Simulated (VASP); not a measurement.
# Ta3N2 (P-3m1) in VASP: single point with r2SCAN

Aim: the single point of Ta3N2 with r2SCAN.

Everything below comes from runs of VASP 6.6.1. Logs are shortened: lines on timing, memory, paths and dates and some standing lists are left out, and cuts for length are marked.

**1. The cell of the first run**

Symmetry: P-3m1, No. 164, trigonal system. Conventional cell: a = 3.597 Å, b = 3.597 Å, c = 5.597 Å, α = 90.00°, β = 90.00°, γ = 120.00°. Ta (site symmetry -3m) has 6 N at 2.49 Å and 6 Ta at 2.87 Å within 3.3 Å. Ta (site symmetry 3m) has 4 N at 2.17 to 2.24 Å and 6 Ta at 2.64 to 2.87 Å within 2.9 Å. N (site symmetry 3m) has 7 Ta at 2.17 to 2.49 Å within 2.9 Å.

**2. Single point, r2SCAN**

File POSCAR:

```
Ta3N2
1.0
    3.5971261021      0.0000000000      0.0000000000
   -1.7985630511      3.1152025850      0.0000000000
    0.0000000000      0.0000000000      5.5965439101
Ta N
3 2
Direct
    0.0000000000      0.0000000000      0.0000000000
    0.3333333333      0.6666666667      0.6450000000
    0.6666666667      0.3333333333      0.3550000000
    0.3333333333      0.6666666667      0.2450000000
    0.6666666667      0.3333333333      0.7550000000
```

File INCAR.step1:

```
PREC = Accurate
ENCUT = 660
ISMEAR = 0
SIGMA = 0.1
LREAL = F
LASPH = T
NELM = 120
NBANDS = 32
GGA = PE
ALGO = Normal
EDIFF = 1E-5
LWAVE = T
LCHARG = F
GGA_COMPAT = F
```

File INCAR.step2:

```
PREC = Accurate
ENCUT = 660
EDIFF = 1E-6
ISMEAR = 0
SIGMA = 0.1
LREAL = F
LASPH = T
NELM = 120
ALGO = Normal
ISIF = 2
LWAVE = F
LCHARG = F
METAGGA = R2SCAN
LMIXTAU = T
NBANDS = 32
ISTART = 1
GGA_COMPAT = F
```

File KPOINTS:

```
regular mesh
0
Gamma
  6 6 4
```

Potentials or basis: VASP PAW PBE potentials, release 64 (Ta_sv_GW, N).

On the command line:

```
$ cat potpaw_PBE.64/Ta_sv_GW/POTCAR potpaw_PBE.64/N/POTCAR > POTCAR
$ cp INCAR.step1 INCAR
$ mpirun -np 1 vasp_std > vasp.out
$ cp INCAR.step2 INCAR
$ mpirun -np 1 vasp_std > vasp.out
```

OUTCAR:

```text
PREC = Accurate
   ENCUT = 660
   EDIFF = 1E-6
   ISMEAR = 0
   LREAL = F
   LASPH = T
   NELM = 120
   ISIF = 2
   METAGGA = R2SCAN
   ISTART = 1

 ion  position               nearest neighbor table
   1  0.000  0.000  0.000-   4 2.49   5 2.49   4 2.49   5 2.49   5 2.49   4 2.49   2 2.87   3 2.87
                             2 2.87   3 2.87   2 2.87   3 2.87
   2  0.333  0.667  0.645-   5 2.17   5 2.17   5 2.17   4 2.24   3 2.64   3 2.64   3 2.64   1 2.87
                             1 2.87   1 2.87
   3  0.667  0.333  0.355-   4 2.17   4 2.17   4 2.17   5 2.24   2 2.64   2 2.64   2 2.64   1 2.87
                             1 2.87   1 2.87
   4  0.333  0.667  0.245-   3 2.17   3 2.17   3 2.17   2 2.24   1 2.49   1 2.49   1 2.49
   5  0.667  0.333  0.755-   2 2.17   2 2.17   2 2.17   3 2.24   1 2.49   1 2.49   1 2.49

  LATTYP: Found a hexagonal cell.
 ALAT       =     3.5971261021
 C/A-ratio  =     1.5558375634

  Lattice vectors:

 A1 = (   3.5971261021,   0.0000000000,   0.0000000000)
 A2 = (  -1.7985630511,   3.1152025850,   0.0000000000)
 A3 = (   0.0000000000,   0.0000000000,   5.5965439101)

Analysis of symmetry for initial positions (statically):
=====================================================================
 Subroutine PRICEL returns:
 Original cell was already a primitive cell.

 Routine SETGRP: Setting up the symmetry group for a
 hexagonal supercell.

 Subroutine GETGRP returns: Found 12 space group operations
 (whereof 12 operations were pure point group operations)
 out of a pool of 24 trial point group operations.

The static configuration has the point symmetry D_3d.

Analysis of symmetry for dynamics (positions and initial velocities):
=====================================================================
 Subroutine PRICEL returns:
 Original cell was already a primitive cell.

 Routine SETGRP: Setting up the symmetry group for a
 hexagonal supercell.

 Subroutine GETGRP returns: Found 12 space group operations
 (whereof 12 operations were pure point group operations)
 out of a pool of 24 trial point group operations.

The dynamic configuration has the point symmetry D_3d.

 Subroutine INISYM returns: Found 12 space group operations
 (whereof 12 operations are pure point group operations),
 and found     1 'primitive' translations

----------------------------------------------------------------------------------------

                                     Primitive cell

  volume of cell :      62.7136

  direct lattice vectors                    reciprocal lattice vectors
     3.597126102  0.000000000  0.000000000     0.277999706  0.160503205  0.000000000
    -1.798563051  3.115202585  0.000000000     0.000000000  0.321006411  0.000000000
     0.000000000  0.000000000  5.596543910     0.000000000  0.000000000  0.178681704

  length of vectors
     3.597126102  3.597126102  5.596543910     0.321006411  0.321006411  0.178681704

  position of ions in fractional coordinates (direct lattice)
     0.000000000  0.000000000  0.000000000
     0.333333333  0.666666667  0.645000000
     0.666666667  0.333333333  0.355000000
     0.333333333  0.666666667  0.245000000
     0.666666667  0.333333333  0.755000000

  ion indices of the primitive-cell ions
   primitive index   ion index
                 1           1
                 2           2
                 3           3
                 4           4
                 5           5

----------------------------------------------------------------------------------------

 KPOINTS: regular mesh

Automatic generation of k-mesh.
 Grid dimensions read from file:
 generate k-points for:    6    6    4

 Generating k-lattice:

  Cartesian coordinates                     Fractional coordinates (reciprocal lattice)
     0.046333284  0.026750534  0.000000000     0.166666667  0.000000000  0.000000000
     0.000000000  0.053501068  0.000000000     0.000000000  0.166666667  0.000000000
     0.000000000  0.000000000  0.044670426     0.000000000  0.000000000  0.250000000

  Length of vectors
     0.053501068  0.053501068  0.044670426

  Shift w.r.t. Gamma in fractional coordinates (k-lattice)
     0.000000000  0.000000000  0.000000000

 Subroutine IBZKPT returns following result:
 ===========================================

 Found     24 irreducible k-points:

 Following reciprocal coordinates:
            Coordinates               Weight
  0.000000  0.000000  0.000000      1.000000
  0.166667 -0.000000  0.000000      6.000000
  0.333333 -0.000000  0.000000      6.000000
  0.500000 -0.000000  0.000000      3.000000
  0.166667  0.166667  0.000000      6.000000
  0.333333  0.166667  0.000000     12.000000
[... 16 lines left out ...]
  0.333333  0.166667  0.500000     12.000000
  0.333333  0.333333  0.500000      2.000000
   k-points           NKPTS =     24   k-points in BZ     NKDIM =     24   number of bands    NBANDS=     32
   number of dos      NEDOS =    301   number of ions     NIONS =      5
   total plane-waves  NPLWV =  43200
   dimension x,y,z NGX =    30 NGY =   30 NGZ =   48
   dimension x,y,z NGXF=    60 NGYF=   60 NGZF=   96
   ions per type =               3   2
   NGX,Y,Z   is equivalent  to a cutoff of  13.86, 13.86, 14.26 a.u.
   NGXF,Y,Z  is equivalent  to a cutoff of  27.73, 27.73, 28.52 a.u.
 SYSTEM =  unknown system
   PREC   = accura    normal or accurate (medium, high low for compatibility)
   ISTART =      1    job   : 0-new  1-cont  2-samecut
   ICHARG =      0    charge: 1-file 2-atom 10-const
   ISPIN  =      1    spin polarized calculation?
   LNONCOLLINEAR =      F non collinear calculations
   LSORBIT =      F    spin-orbit coupling
   LASPH  =      T    aspherical Exc in radial PAW
   ENCUT  =  660.0 eV  48.51 Ry    6.96 a.u.   7.54  7.54 11.72*2*pi/ulx,y,z
   NELM   =    120;   NELMIN=  2; NELMDL=  0     # of ELM steps
   EDIFF  = 0.1E-05   stopping-criterion for ELM
   LREAL  =      F    real-space projection
   EDIFFG = 0.1E-04   stopping-criterion for IOM
   NSW    =      0    number of steps for IOM
   IBRION =     -1    ionic relax: 0-MD 1-quasi-New 2-CG
   NFREE  =      0    steps in history (QN), initial steepest desc. (CG)
   ISIF   =      2    stress and relaxation
   ISYM   =      2    0-nonsym 1-usesym 2-fastsym
   POTIM  = 0.5000    time-step for ionic-motion
   TEBEG  =    0.0;   TEEND  =   0.0 temperature during run
   PSTRESS=    0.0 pullay stress
   NELECT =      49.0000    total number of electrons
   NUPDOWN=      -1.0000    fix difference up-down
   EMIN   =  10.00;   EMAX   =-10.00  energy-range for DOS
   EFERMI =   0.00;   METHOD = LEGACY
   ISMEAR =     0;   SIGMA  =   0.10  broadening in eV -4-tet -1-fermi 0-gaus
   EFERMI_NEDOS =   21; number of points for ismear=-14 and -15
   IALGO  =     38    algorithm
   IMIX   =      4    mixing-type and parameters
     AMIX     =   0.40;   BMIX     =  1.00
     AMIX_MAG =   1.60;   BMIX_MAG =  1.00
  volume/ion in A,a.u.               =      12.54        84.64
  Fermi-wavevector in a.u.,A,eV,Ry     =   1.507832  2.849389 30.933618  2.273557
  Thomas-Fermi vector in A             =   2.618366
   LORBIT       =      0    0 simple, 1 ext, 2 COOP (PROOUT), +10 PAW based schemes
   METAGGA = R2SCAN    functional components
   LHFCALC =     F    Hartree Fock is set to
   AEXX    =    0.0000 exact exchange contribution
   IVDW    =     0    specifies the selected vdW correction
   LEPSILON=     F    determine dielectric tensor
   LRPA    =     F    only Hartree local field effects (RPA)
 non-spin polarized calculation
 Gauss-broadening in eV      SIGMA  =   0.10
  energy-cutoff  :      660.00
  volume of cell :       62.71
 maximum number of plane-waves:      2438
   NGX = 15   NGY = 15   NGZ = 23

 number of electron      49.0000003 magnetization

 Free energy of the ion-electron system (eV)
  ---------------------------------------------------
  ext. energy  EPLUGINS =         0.00000000
  ---------------------------------------------------
  free energy    TOTEN  =      -171.88371057 eV

  energy without entropy =     -171.87102807  energy(sigma->0) =     -171.87736932

 E-fermi :  12.3494     XC(G=0): -14.2957

 val. band max:       12.2687666041   @ k =   0.3333  -0.0000   0.2500
 cond. band min:      12.3505386184   @ k =   0.1667  -0.0000   0.0000
 fundamental gap:      0.0817720143
 Fermi energy:        12.3494372485

 k-point     1 :       0.0000    0.0000    0.0000
  band No.  band energies     occupation
      1     -58.7981      2.00000
      2     -58.1465      2.00000
      3     -57.9249      2.00000
      4     -24.7442      2.00000
      5     -24.5601      2.00000
      6     -24.5601      2.00000
[... 24 lines left out ...]
     31      15.0333      0.00000
     32      15.2554      0.00000

 k-point     2 :       0.1667   -0.0000    0.0000
  band No.  band energies     occupation
      1     -58.7959      2.00000
      2     -58.1329      2.00000
      3     -57.9368      2.00000
      4     -24.8163      2.00000
      5     -24.6960      2.00000
      6     -24.6040      2.00000
[... 24 lines left out ...]
     31      15.8823      0.00000
     32      15.9002      0.00000

 k-point     3 :       0.3333   -0.0000    0.0000
  band No.  band energies     occupation
      1     -58.7914      2.00000
      2     -58.0978      2.00000
      3     -57.9684      2.00000
      4     -24.8760      2.00000
      5     -24.8167      2.00000
      6     -24.6810      2.00000
[... 24 lines left out ...]
     31      15.4629      0.00000
     32      16.1677      0.00000

 k-point     4 :       0.5000   -0.0000    0.0000
  band No.  band energies     occupation
      1     -58.7892      2.00000
      2     -58.0702      2.00000
      3     -57.9943      2.00000
      4     -24.8900      2.00000
      5     -24.7555      2.00000
      6     -24.7160      2.00000
[... 24 lines left out ...]
     31      15.2230      0.00000
     32      15.6083      0.00000

 k-point     5 :       0.1667    0.1667    0.0000
  band No.  band energies     occupation
      1     -58.7925      2.00000
      2     -58.1080      2.00000
      3     -57.9591      2.00000
      4     -24.8699      2.00000
      5     -24.7971      2.00000
      6     -24.6173      2.00000
[... 584 lines left out ...]
     31      15.3248      0.00000
     32      15.8172      0.00000

 k-point    22 :       0.1667    0.1667    0.5000
  band No.  band energies     occupation
      1     -58.7921      2.00000
      2     -58.1101      2.00000
      3     -57.9574      2.00000
      4     -24.7702      2.00000
      5     -24.7377      2.00000
      6     -24.6720      2.00000
[... 24 lines left out ...]
     31      15.7546      0.00000
     32      15.8386      0.00000

 k-point    23 :       0.3333    0.1667    0.5000
  band No.  band energies     occupation
      1     -58.7892      2.00000
      2     -58.0700      2.00000
      3     -57.9944      2.00000
      4     -24.9430      2.00000
      5     -24.7964      2.00000
      6     -24.7714      2.00000
[... 24 lines left out ...]
     31      15.4898      0.00000
     32      15.7210      0.00000

 k-point    24 :       0.3333    0.3333    0.5000
  band No.  band energies     occupation
      1     -58.7881      2.00000
      2     -58.0317      2.00000
      3     -58.0317      2.00000
      4     -24.9044      2.00000
      5     -24.9044      2.00000
      6     -24.8845      2.00000
[... 24 lines left out ...]
     31      15.7969      0.00000
     32      15.7969      0.00000

------------------------ aborting loop because EDIFF is reached ----------------------------------------

  FORCE on cell =-STRESS in cart. coord.  units (eV):
  Direction    XX          YY          ZZ          XY          YZ          ZX
  --------------------------------------------------------------------------------------
  -------------------------------------------------------------------------------------
  Total       -1.4568482     -1.4568482      6.5751442      0.0000000     -0.0000000     -0.0000000
  in kB      -37.2188555    -37.2188555    167.9786129      0.0000000     -0.0000000     -0.0000000
  external PRESSURE =      31.1803006 kB  Pullay stress =       0.0000000 kB

 VOLUME and BASIS-vectors are now :
 -----------------------------------------------------------------------------
  energy-cutoff  :      660.00
  volume of cell :       62.71
      direct lattice vectors                 reciprocal lattice vectors
     3.597126102  0.000000000  0.000000000     0.277999706  0.160503205  0.000000000
    -1.798563051  3.115202585  0.000000000     0.000000000  0.321006411  0.000000000
     0.000000000  0.000000000  5.596543910     0.000000000  0.000000000  0.178681704

 POSITION                                       TOTAL-FORCE (eV/Angst)
 -----------------------------------------------------------------------------------
      0.00000      0.00000      0.00000        -0.000000      0.000000     -0.000000
     -0.00000      2.07680      3.60977        -0.000000      0.000000      3.063442
      1.79856      1.03840      1.98677         0.000000     -0.000000     -3.063442
     -0.00000      2.07680      1.37115        -0.000000      0.000000     -0.281804
      1.79856      1.03840      4.22539        -0.000000      0.000000      0.281804
 -----------------------------------------------------------------------------------
    total drift:                                0.000000      0.000000     -0.000000

  FREE ENERGIE OF THE ION-ELECTRON SYSTEM (eV)
  ---------------------------------------------------
  free  energy   TOTEN  =      -171.8837105719 eV

  energy  without entropy=     -171.8710280701  energy(sigma->0) =     -171.87736932
```

Run time: 2.6 min. Hardware: 1 thread of AMD EPYC 9R45 (Zen 5), shared host; peak memory 0.22 GiB.

Results:

```yaml
Free_energy: -171.8837 eV
Pressure: 3.1 GPa
Largest_force: 3.063 eV/Å
Band_gap_on_the_k_mesh: zero (an odd number of electrons rules out a gap without spin polarisation)
```

Forces in eV/Å, atoms in the order of the input:
```
Ta   0.000  0.000  0.000
Ta   0.000  0.000  3.063
Ta   0.000  0.000 -3.063
N    0.000  0.000 -0.282
N    0.000  0.000  0.282
```

Caveat: the cell stands under pressure; the PAW data sets were made with another functional, which shifts forces and pressure a little; spin-orbit coupling is left out, which moves the levels of the heavy elements.
